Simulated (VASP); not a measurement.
# BAs (F-43m) in VASP: further runs

BAs is run at these levels: revPBE+D3(BJ); tasks: single point.

Program: VASP 6.6.1. These are calculated values, not measurements. Logs are shortened: lines on timing, memory, paths and dates and some standing lists are left out, and cuts for length are marked.

## 1. The cell of the first run

It takes space group F-43m (No. 216, cubic). Conventional cell: a = 4.777 Å, b = 4.777 Å, c = 4.777 Å, α = 90.00°, β = 90.00°, γ = 90.00°. Within 2.7 Å of As (site symmetry -43m) lie 4 B at 2.07 Å. Within 2.7 Å of B (site symmetry -43m) lie 4 As at 2.07 Å.

## 2. Single point, revPBE+D3(BJ)

The input, INCAR:

```
SYSTEM = BAs
ALGO = Normal ; EDIFF = 1E-7
ENCUT = 520 ; GGA = RE
ISIF = 2 ; ISMEAR = -1
IVDW = 12 ; LASPH = .TRUE.
LCHARG = .FALSE. ; LREAL = .FALSE.
LWAVE = .FALSE. ; NBANDS = 11
NELM = 100 ; PREC = Accurate
SIGMA = 0.05
```

The input, KPOINTS:

```
k-points
0
G
  10 10 10
  0 0 0
```

The input, POSCAR:

```
BAs
1.0
    0.0000000000      2.3885000000      2.3885000000
    2.3885000000      0.0000000000      2.3885000000
    2.3885000000      2.3885000000      0.0000000000
As B
1 1
Direct
    0.7500000000      0.7500000000      0.7500000000
    0.0000000000      0.0000000000      0.0000000000
```

Potentials or basis: VASP PAW PBE potentials, release 64 (As, B).

The run is started by

```bash
> cat potpaw_PBE.64/As/POTCAR potpaw_PBE.64/B/POTCAR > POTCAR
> mpirun -np 1 vasp_std > vasp.out
```

OUTCAR:

```text
SYSTEM = BAs
   EDIFF = 1E-7
   ENCUT = 520
   GGA = RE
   ISIF = 2
   ISMEAR = -1
   IVDW = 12
   LASPH = .TRUE.
   LREAL = .FALSE.
   NELM = 100
   PREC = Accurate
 IVDW          = 12

 ion  position               nearest neighbor table
   1  0.750  0.750  0.750-   2 2.07   2 2.07   2 2.07   2 2.07
   2  0.000  0.000  0.000-   1 2.07   1 2.07   1 2.07   1 2.07

  LATTYP: Found a face centered cubic cell.
 ALAT       =     4.7770000000

  Lattice vectors:

 A1 = (   0.0000000000,   2.3885000000,   2.3885000000)
 A2 = (   2.3885000000,   0.0000000000,   2.3885000000)
 A3 = (   2.3885000000,   2.3885000000,   0.0000000000)

Analysis of symmetry for initial positions (statically):
=====================================================================
 Subroutine PRICEL returns:
 Original cell was already a primitive cell.

 Routine SETGRP: Setting up the symmetry group for a
 face centered cubic supercell.

 Subroutine GETGRP returns: Found 24 space group operations
 (whereof 24 operations were pure point group operations)
 out of a pool of 48 trial point group operations.

The static configuration has the point symmetry T_d .

Analysis of symmetry for dynamics (positions and initial velocities):
=====================================================================
 Subroutine PRICEL returns:
 Original cell was already a primitive cell.

 Routine SETGRP: Setting up the symmetry group for a
 face centered cubic supercell.

 Subroutine GETGRP returns: Found 24 space group operations
 (whereof 24 operations were pure point group operations)
 out of a pool of 48 trial point group operations.

The dynamic configuration has the point symmetry T_d .

 Subroutine INISYM returns: Found 24 space group operations
 (whereof 24 operations are pure point group operations),
 and found     1 'primitive' translations

----------------------------------------------------------------------------------------

                                     Primitive cell

  volume of cell :      27.2525

  direct lattice vectors                    reciprocal lattice vectors
     0.000000000  2.388500000  2.388500000    -0.209336404  0.209336404  0.209336404
     2.388500000  0.000000000  2.388500000     0.209336404 -0.209336404  0.209336404
     2.388500000  2.388500000  0.000000000     0.209336404  0.209336404 -0.209336404

  length of vectors
     3.377849094  3.377849094  3.377849094     0.362581287  0.362581287  0.362581287
[... 87 lines left out ...]
   ISIF   =      2    stress and relaxation
   ISYM   =      2    0-nonsym 1-usesym 2-fastsym
   POTIM  = 0.5000    time-step for ionic-motion
   TEBEG  =    0.0;   TEEND  =   0.0 temperature during run
   PSTRESS=    0.0 pullay stress
   NELECT =       8.0000    total number of electrons
   NUPDOWN=      -1.0000    fix difference up-down
   EMIN   =  10.00;   EMAX   =-10.00  energy-range for DOS
   EFERMI =   0.00;   METHOD = LEGACY
   ISMEAR =    -1;   SIGMA  =   0.05  broadening in eV -4-tet -1-fermi 0-gaus
   EFERMI_NEDOS =   21; number of points for ismear=-14 and -15
   IALGO  =     38    algorithm
   IMIX   =      4    mixing-type and parameters
     AMIX     =   0.40;   BMIX     =  1.00
     AMIX_MAG =   1.60;   BMIX_MAG =  1.00
  volume/ion in A,a.u.               =      13.63        91.95
  Fermi-wavevector in a.u.,A,eV,Ry     =   1.088018  2.056057 16.106360  1.183784
  Thomas-Fermi vector in A             =   2.224191
   LORBIT       =      0    0 simple, 1 ext, 2 COOP (PROOUT), +10 PAW based schemes
   GGA     = RE    functional components
   LHFCALC =     F    Hartree Fock is set to
   AEXX    =    0.0000 exact exchange contribution
   IVDW    =    12    specifies the selected vdW correction
   LEPSILON=     F    determine dielectric tensor
   LRPA    =     F    only Hartree local field effects (RPA)
 non-spin polarized calculation
  energy-cutoff  :      520.00
  volume of cell :       27.25
 maximum number of plane-waves:       754
 NGX is ok and might be reduce to    28
   NGX = 13   NGY = 13   NGZ = 13

 number of electron       8.0000000 magnetization

 Free energy of the ion-electron system (eV)
  ---------------------------------------------------
  ext. energy  EPLUGINS =         0.00000000
  ---------------------------------------------------
  free energy    TOTEN  =       -10.84862340 eV

  energy without entropy =      -10.84862333  energy(sigma->0) =      -10.84862336

 E-fermi :   6.7861     XC(G=0): -10.5246

 val. band max:        6.2056631645   @ k =   0.0000   0.0000   0.0000
 cond. band min:       7.4011256643   @ k =   0.4000   0.4000   0.0000
 fundamental gap:      1.1954624998
 Fermi energy:         6.7861081365

 k-point     1 :       0.0000    0.0000    0.0000
  band No.  band energies     occupation
      1      -9.2016      2.00000
      2       6.2057      1.99998
      3       6.2057      1.99998
      4       6.2057      1.99998
      5       9.4805      0.00000
      6       9.4805      0.00000
      7       9.4805      0.00000
      8      10.9088      0.00000
      9      15.8917      0.00000
     10      19.1055      0.00000
     11      19.1055      0.00000
[... 309 lines left out ...]
 k-point    24 :       0.4000    0.3000    0.0000
  band No.  band energies     occupation
      1      -6.5529      2.00000
      2      -0.2701      2.00000
      3       2.2259      2.00000
      4       2.7142      2.00000
      5       7.9205      0.00000
      6       9.6242      0.00000
      7      15.0680      0.00000
      8      15.2972      0.00000
      9      18.3304      0.00000
     10      22.0441      0.00000
     11      22.0888      0.00000

 [... further k-points ...]

------------------------ aborting loop because EDIFF is reached ----------------------------------------

 Edisp (eV)   -1.30285

 E8    (eV) :    -0.8767

  FORCE on cell =-STRESS in cart. coord.  units (eV):
  Direction    XX          YY          ZZ          XY          YZ          ZX
  --------------------------------------------------------------------------------------
  -------------------------------------------------------------------------------------
  Total      -0.40415    -0.40415    -0.40415    -0.00000    -0.00000     0.00000
  in kB     -23.76008   -23.76008   -23.76008    -0.00000    -0.00000     0.00000
  external pressure =      -23.76 kB  Pullay stress =        0.00 kB

 VOLUME and BASIS-vectors are now :
 -----------------------------------------------------------------------------
  energy-cutoff  :      520.00
  volume of cell :       27.25
      direct lattice vectors                 reciprocal lattice vectors
     0.000000000  2.388500000  2.388500000    -0.209336404  0.209336404  0.209336404
     2.388500000  0.000000000  2.388500000     0.209336404 -0.209336404  0.209336404
     2.388500000  2.388500000  0.000000000     0.209336404  0.209336404 -0.209336404

 POSITION                                       TOTAL-FORCE (eV/Angst)
 -----------------------------------------------------------------------------------
      3.58275      3.58275      3.58275         0.000000      0.000000      0.000000
      0.00000      0.00000      0.00000        -0.000000     -0.000000     -0.000000
 -----------------------------------------------------------------------------------
    total drift:                                0.000000      0.000000      0.000000

  FREE ENERGIE OF THE ION-ELECTRON SYSTEM (eV)
  ---------------------------------------------------
  free  energy   TOTEN  =       -12.1514764312 eV

  energy  without entropy=      -12.1514763583  energy(sigma->0) =      -12.15147639
```

OSZICAR:

```text
N       E                     dE             d eps       ncg     rms          rms(c)
DAV:   1     0.131933862088E+02    0.13193E+02   -0.38987E+03  1034   0.653E+02
DAV:   2    -0.107090066395E+02   -0.23902E+02   -0.22959E+02  1438   0.104E+02
DAV:   3    -0.114404169944E+02   -0.73141E+00   -0.72981E+00  1302   0.170E+01
DAV:   4    -0.114423707530E+02   -0.19538E-02   -0.19536E-02  1159   0.101E+00
DAV:   5    -0.114423736517E+02   -0.28987E-05   -0.28983E-05  1242   0.419E-02    0.499E+00
DAV:   6    -0.109046183843E+02    0.53776E+00   -0.14649E+00  1094   0.489E+00    0.247E+00
DAV:   7    -0.108515088299E+02    0.53110E-01   -0.20151E-01  1216   0.216E+00    0.999E-01
DAV:   8    -0.108478774845E+02    0.36313E-02   -0.19420E-02  1157   0.826E-01    0.970E-02
DAV:   9    -0.108483741684E+02   -0.49668E-03   -0.91329E-04  1175   0.171E-01    0.552E-02
DAV:  10    -0.108486136352E+02   -0.23947E-03   -0.32573E-04  1101   0.112E-01    0.122E-02
DAV:  11    -0.108486223067E+02   -0.86715E-05   -0.10074E-05  1269   0.215E-02    0.986E-03
DAV:  12    -0.108486233697E+02   -0.10631E-05   -0.46751E-06  1076   0.133E-02    0.405E-03
DAV:  13    -0.108486234005E+02   -0.30779E-07   -0.88839E-08  1206   0.202E-03
   1 F= -.12151476E+02 E0= -.12151476E+02  d E =-.728779E-07
```

stdout:

```text
POSCAR found type information on POSCAR AsB
 POSCAR found :  2 types and       2 ions
 scaLAPACK will be used
 -----------------------------------------------------------------------------
|                                                                             |
|                                                                             |
|     You enforced a specific xc type in the INCAR file but a different       |
|     I HOPE YOU KNOW WHAT YOU ARE DOING!                                     |
|                                                                             |
 -----------------------------------------------------------------------------

 LDA part: xc-table for (Slater+PW92), standard interpolation
 POSCAR, INCAR and KPOINTS ok, starting setup
 FFT: planning ... GRIDC
 FFT: planning ... GRID_SOFT
 FFT: planning ... GRID
 WAVECAR not read
 entering main loop
```

Wall time 17 s (1 thread of Intel Xeon Platinum 8259CL at 2.50GHz (Skylake/Cascade Lake), shared host); peak memory 0.17 GiB.

Results:

- Free energy: -12.1515 eV
- Pressure: -2.4 GPa
- Band gap on the k mesh: 1.20 eV, indirect (least direct gap 3.27 eV)
- Dispersion energy per atom: -0.651 eV

Levels at points of the mesh, in eV from the valence-band top:
| k point | band 1 | band 2 | band 3 | band 4 | band 5 | band 6 | band 7 | band 8 |
| --- | --- | --- | --- | --- | --- | --- | --- | --- |
| (0.00, 0.00, 0.00) | -15.41 | 0.00 | 0.00 | 0.00 | 3.27 | 3.27 | 3.27 | 4.70 |
| (0.50, 0.00, 0.00) | -12.53 | -8.80 | -1.83 | -1.83 | 2.70 | 4.78 | 4.78 | 8.93 |
| (0.50, 0.50, 0.00) | -11.20 | -8.56 | -4.09 | -4.09 | 1.43 | 1.48 | 11.41 | 11.41 |

Caveat: the PAW data sets were made with another functional, which shifts forces and pressure a little. A k mesh can miss the band edges.

## 3. Single point, revPBE+D3(BJ)

This run uses another cell than the first one, of 13.90 Å³/atom, 1.020 times its volume.

The input, INCAR:

```
PREC = Accurate ; ENCUT = 520
EDIFF = 1E-7 ; ISMEAR = -1
SIGMA = 0.05 ; LREAL = False
LASPH = True ; NELM = 80
ALGO = Normal ; ISIF = 2
LWAVE = False ; LCHARG = False
GGA = RE ; IVDW = 12
NBANDS = 11
```

The input, KPOINTS:

```
Automatic mesh
0
Gamma
  10 10 10
```

The input, POSCAR:

```
BAs
1.0
    0.0000000000      2.4043183418      2.4043183418
    2.4043183418      0.0000000000      2.4043183418
    2.4043183418      2.4043183418      0.0000000000
As B
1 1
Direct
    0.7500000000      0.7500000000      0.7500000000
    0.0000000000      0.0000000000      0.0000000000
```

Potentials or basis: VASP PAW PBE potentials, release 64 (As, B).

The run is started by

```bash
> cat potpaw_PBE.64/As/POTCAR potpaw_PBE.64/B/POTCAR > POTCAR
> mpirun -np 1 vasp_std > vasp.out
```

OUTCAR:

```text
PREC = Accurate
   ENCUT = 520
   EDIFF = 1E-7
   ISMEAR = -1
   LREAL = False
   LASPH = True
   NELM = 80
   ISIF = 2
   GGA = RE
   IVDW = 12
 IVDW          = 12

 ion  position               nearest neighbor table
   1  0.750  0.750  0.750-   2 2.08   2 2.08   2 2.08   2 2.08
   2  0.000  0.000  0.000-   1 2.08   1 2.08   1 2.08   1 2.08

  LATTYP: Found a face centered cubic cell.
 ALAT       =     4.8086366836

  Lattice vectors:

 A1 = (   0.0000000000,   2.4043183418,   2.4043183418)
 A2 = (   2.4043183418,   0.0000000000,   2.4043183418)
 A3 = (   2.4043183418,   2.4043183418,   0.0000000000)

Analysis of symmetry for initial positions (statically):
=====================================================================
 Subroutine PRICEL returns:
 Original cell was already a primitive cell.

 Routine SETGRP: Setting up the symmetry group for a
 face centered cubic supercell.

 Subroutine GETGRP returns: Found 24 space group operations
 (whereof 24 operations were pure point group operations)
 out of a pool of 48 trial point group operations.

The static configuration has the point symmetry T_d .

Analysis of symmetry for dynamics (positions and initial velocities):
=====================================================================
 Subroutine PRICEL returns:
 Original cell was already a primitive cell.

 Routine SETGRP: Setting up the symmetry group for a
 face centered cubic supercell.

 Subroutine GETGRP returns: Found 24 space group operations
 (whereof 24 operations were pure point group operations)
 out of a pool of 48 trial point group operations.

The dynamic configuration has the point symmetry T_d .

 Subroutine INISYM returns: Found 24 space group operations
 (whereof 24 operations are pure point group operations),
 and found     1 'primitive' translations

----------------------------------------------------------------------------------------

                                     Primitive cell

  volume of cell :      27.7975
[... 116 lines left out ...]
   AEXX    =    0.0000 exact exchange contribution
   IVDW    =    12    specifies the selected vdW correction
   LEPSILON=     F    determine dielectric tensor
   LRPA    =     F    only Hartree local field effects (RPA)
 non-spin polarized calculation
  energy-cutoff  :      520.00
  volume of cell :       27.80
 maximum number of plane-waves:       763
 NGX is ok and might be reduce to    28
   NGX = 13   NGY = 13   NGZ = 13

 number of electron       8.0000000 magnetization

 Free energy of the ion-electron system (eV)
  ---------------------------------------------------
  ext. energy  EPLUGINS =         0.00000000
  ---------------------------------------------------
  free energy    TOTEN  =       -10.86208456 eV

  energy without entropy =      -10.86208450  energy(sigma->0) =      -10.86208453

 E-fermi :   6.5803     XC(G=0): -10.4369

 val. band max:        5.9887926417   @ k =   0.0000   0.0000   0.0000
 cond. band min:       7.2063664745   @ k =   0.4000   0.4000   0.0000
 fundamental gap:      1.2175738327
 Fermi energy:         6.5802709938

 k-point     1 :       0.0000    0.0000    0.0000
  band No.  band energies     occupation
      1      -9.2386      2.00000
      2       5.9888      1.99999
      3       5.9888      1.99999
      4       5.9888      1.99999
      5       9.2397      0.00000
      6       9.2397      0.00000
      7       9.2397      0.00000
      8      10.4418      0.00000
      9      15.5832      0.00000
     10      18.8099      0.00000
     11      18.8099      0.00000
[... 309 lines left out ...]
 k-point    24 :       0.4000    0.3000    0.0000
  band No.  band energies     occupation
      1      -6.6440      2.00000
      2      -0.4342      2.00000
      3       2.0913      2.00000
      4       2.5690      2.00000
      5       7.7155      0.00000
      6       9.4013      0.00000
      7      14.7117      0.00000
      8      14.9514      0.00000
      9      17.9422      0.00000
     10      21.6234      0.00000
     11      21.6999      0.00000

 [... further k-points ...]

------------------------ aborting loop because EDIFF is reached ----------------------------------------

 Edisp (eV)   -1.27707

 E8    (eV) :    -0.8594

  FORCE on cell =-STRESS in cart. coord.  units (eV):
  Direction    XX          YY          ZZ          XY          YZ          ZX
  --------------------------------------------------------------------------------------
  -------------------------------------------------------------------------------------
  Total      -0.84905    -0.84905    -0.84905     0.00000     0.00000     0.00000
  in kB     -48.93729   -48.93729   -48.93729     0.00000     0.00000     0.00000
  external pressure =      -48.94 kB  Pullay stress =        0.00 kB

 VOLUME and BASIS-vectors are now :
 -----------------------------------------------------------------------------
  energy-cutoff  :      520.00
  volume of cell :       27.80
      direct lattice vectors                 reciprocal lattice vectors
     0.000000000  2.404318342  2.404318342    -0.207959151  0.207959151  0.207959151
     2.404318342  0.000000000  2.404318342     0.207959151 -0.207959151  0.207959151
     2.404318342  2.404318342  0.000000000     0.207959151  0.207959151 -0.207959151

 POSITION                                       TOTAL-FORCE (eV/Angst)
 -----------------------------------------------------------------------------------
      3.60648      3.60648      3.60648         0.000000      0.000000     -0.000000
      0.00000      0.00000      0.00000        -0.000000     -0.000000      0.000000
 -----------------------------------------------------------------------------------
    total drift:                                0.000000      0.000000      0.000000

  FREE ENERGIE OF THE ION-ELECTRON SYSTEM (eV)
  ---------------------------------------------------
  free  energy   TOTEN  =       -12.1391570579 eV

  energy  without entropy=      -12.1391569983  energy(sigma->0) =      -12.13915703
```

OSZICAR:

```text
N       E                     dE             d eps       ncg     rms          rms(c)
DAV:   1     0.126766320351E+02    0.12677E+02   -0.38002E+03  1034   0.642E+02
DAV:   2    -0.107096100802E+02   -0.23386E+02   -0.22700E+02  1381   0.106E+02
DAV:   3    -0.114178462817E+02   -0.70824E+00   -0.70694E+00  1300   0.167E+01
DAV:   4    -0.114198938744E+02   -0.20476E-02   -0.20475E-02  1145   0.104E+00
DAV:   5    -0.114198972314E+02   -0.33570E-05   -0.33567E-05  1251   0.447E-02    0.485E+00
DAV:   6    -0.109131654571E+02    0.50673E+00   -0.14117E+00  1094   0.475E+00    0.240E+00
DAV:   7    -0.108646674320E+02    0.48498E-01   -0.18631E-01  1224   0.208E+00    0.982E-01
DAV:   8    -0.108613269709E+02    0.33405E-02   -0.19047E-02  1160   0.814E-01    0.954E-02
DAV:   9    -0.108618286211E+02   -0.50165E-03   -0.93312E-04  1175   0.171E-01    0.537E-02
DAV:  10    -0.108620740859E+02   -0.24546E-03   -0.33392E-04  1106   0.113E-01    0.121E-02
DAV:  11    -0.108620833289E+02   -0.92430E-05   -0.10916E-05  1269   0.222E-02    0.954E-03
DAV:  12    -0.108620845378E+02   -0.12090E-05   -0.48689E-06  1079   0.136E-02    0.389E-03
DAV:  13    -0.108620845604E+02   -0.22536E-07   -0.87863E-08  1203   0.202E-03
   1 F= -.12139157E+02 E0= -.12139157E+02  d E =-.595777E-07
```

Run time: 16 s. Hardware: 1 thread of Intel Xeon Platinum 8259CL at 2.50GHz (Skylake/Cascade Lake), shared host; peak memory 0.17 GiB.

What came out:

* Free energy: -12.1392 eV
* Pressure: -4.9 GPa
* Band gap on the k mesh: 1.22 eV, indirect (least direct gap 3.25 eV)
* Dispersion energy per atom: -0.639 eV

Caveat: the PAW data sets were made with another functional, which shifts forces and pressure a little. revPBE gaps usually lie below the measured ones, often by a third to a half.
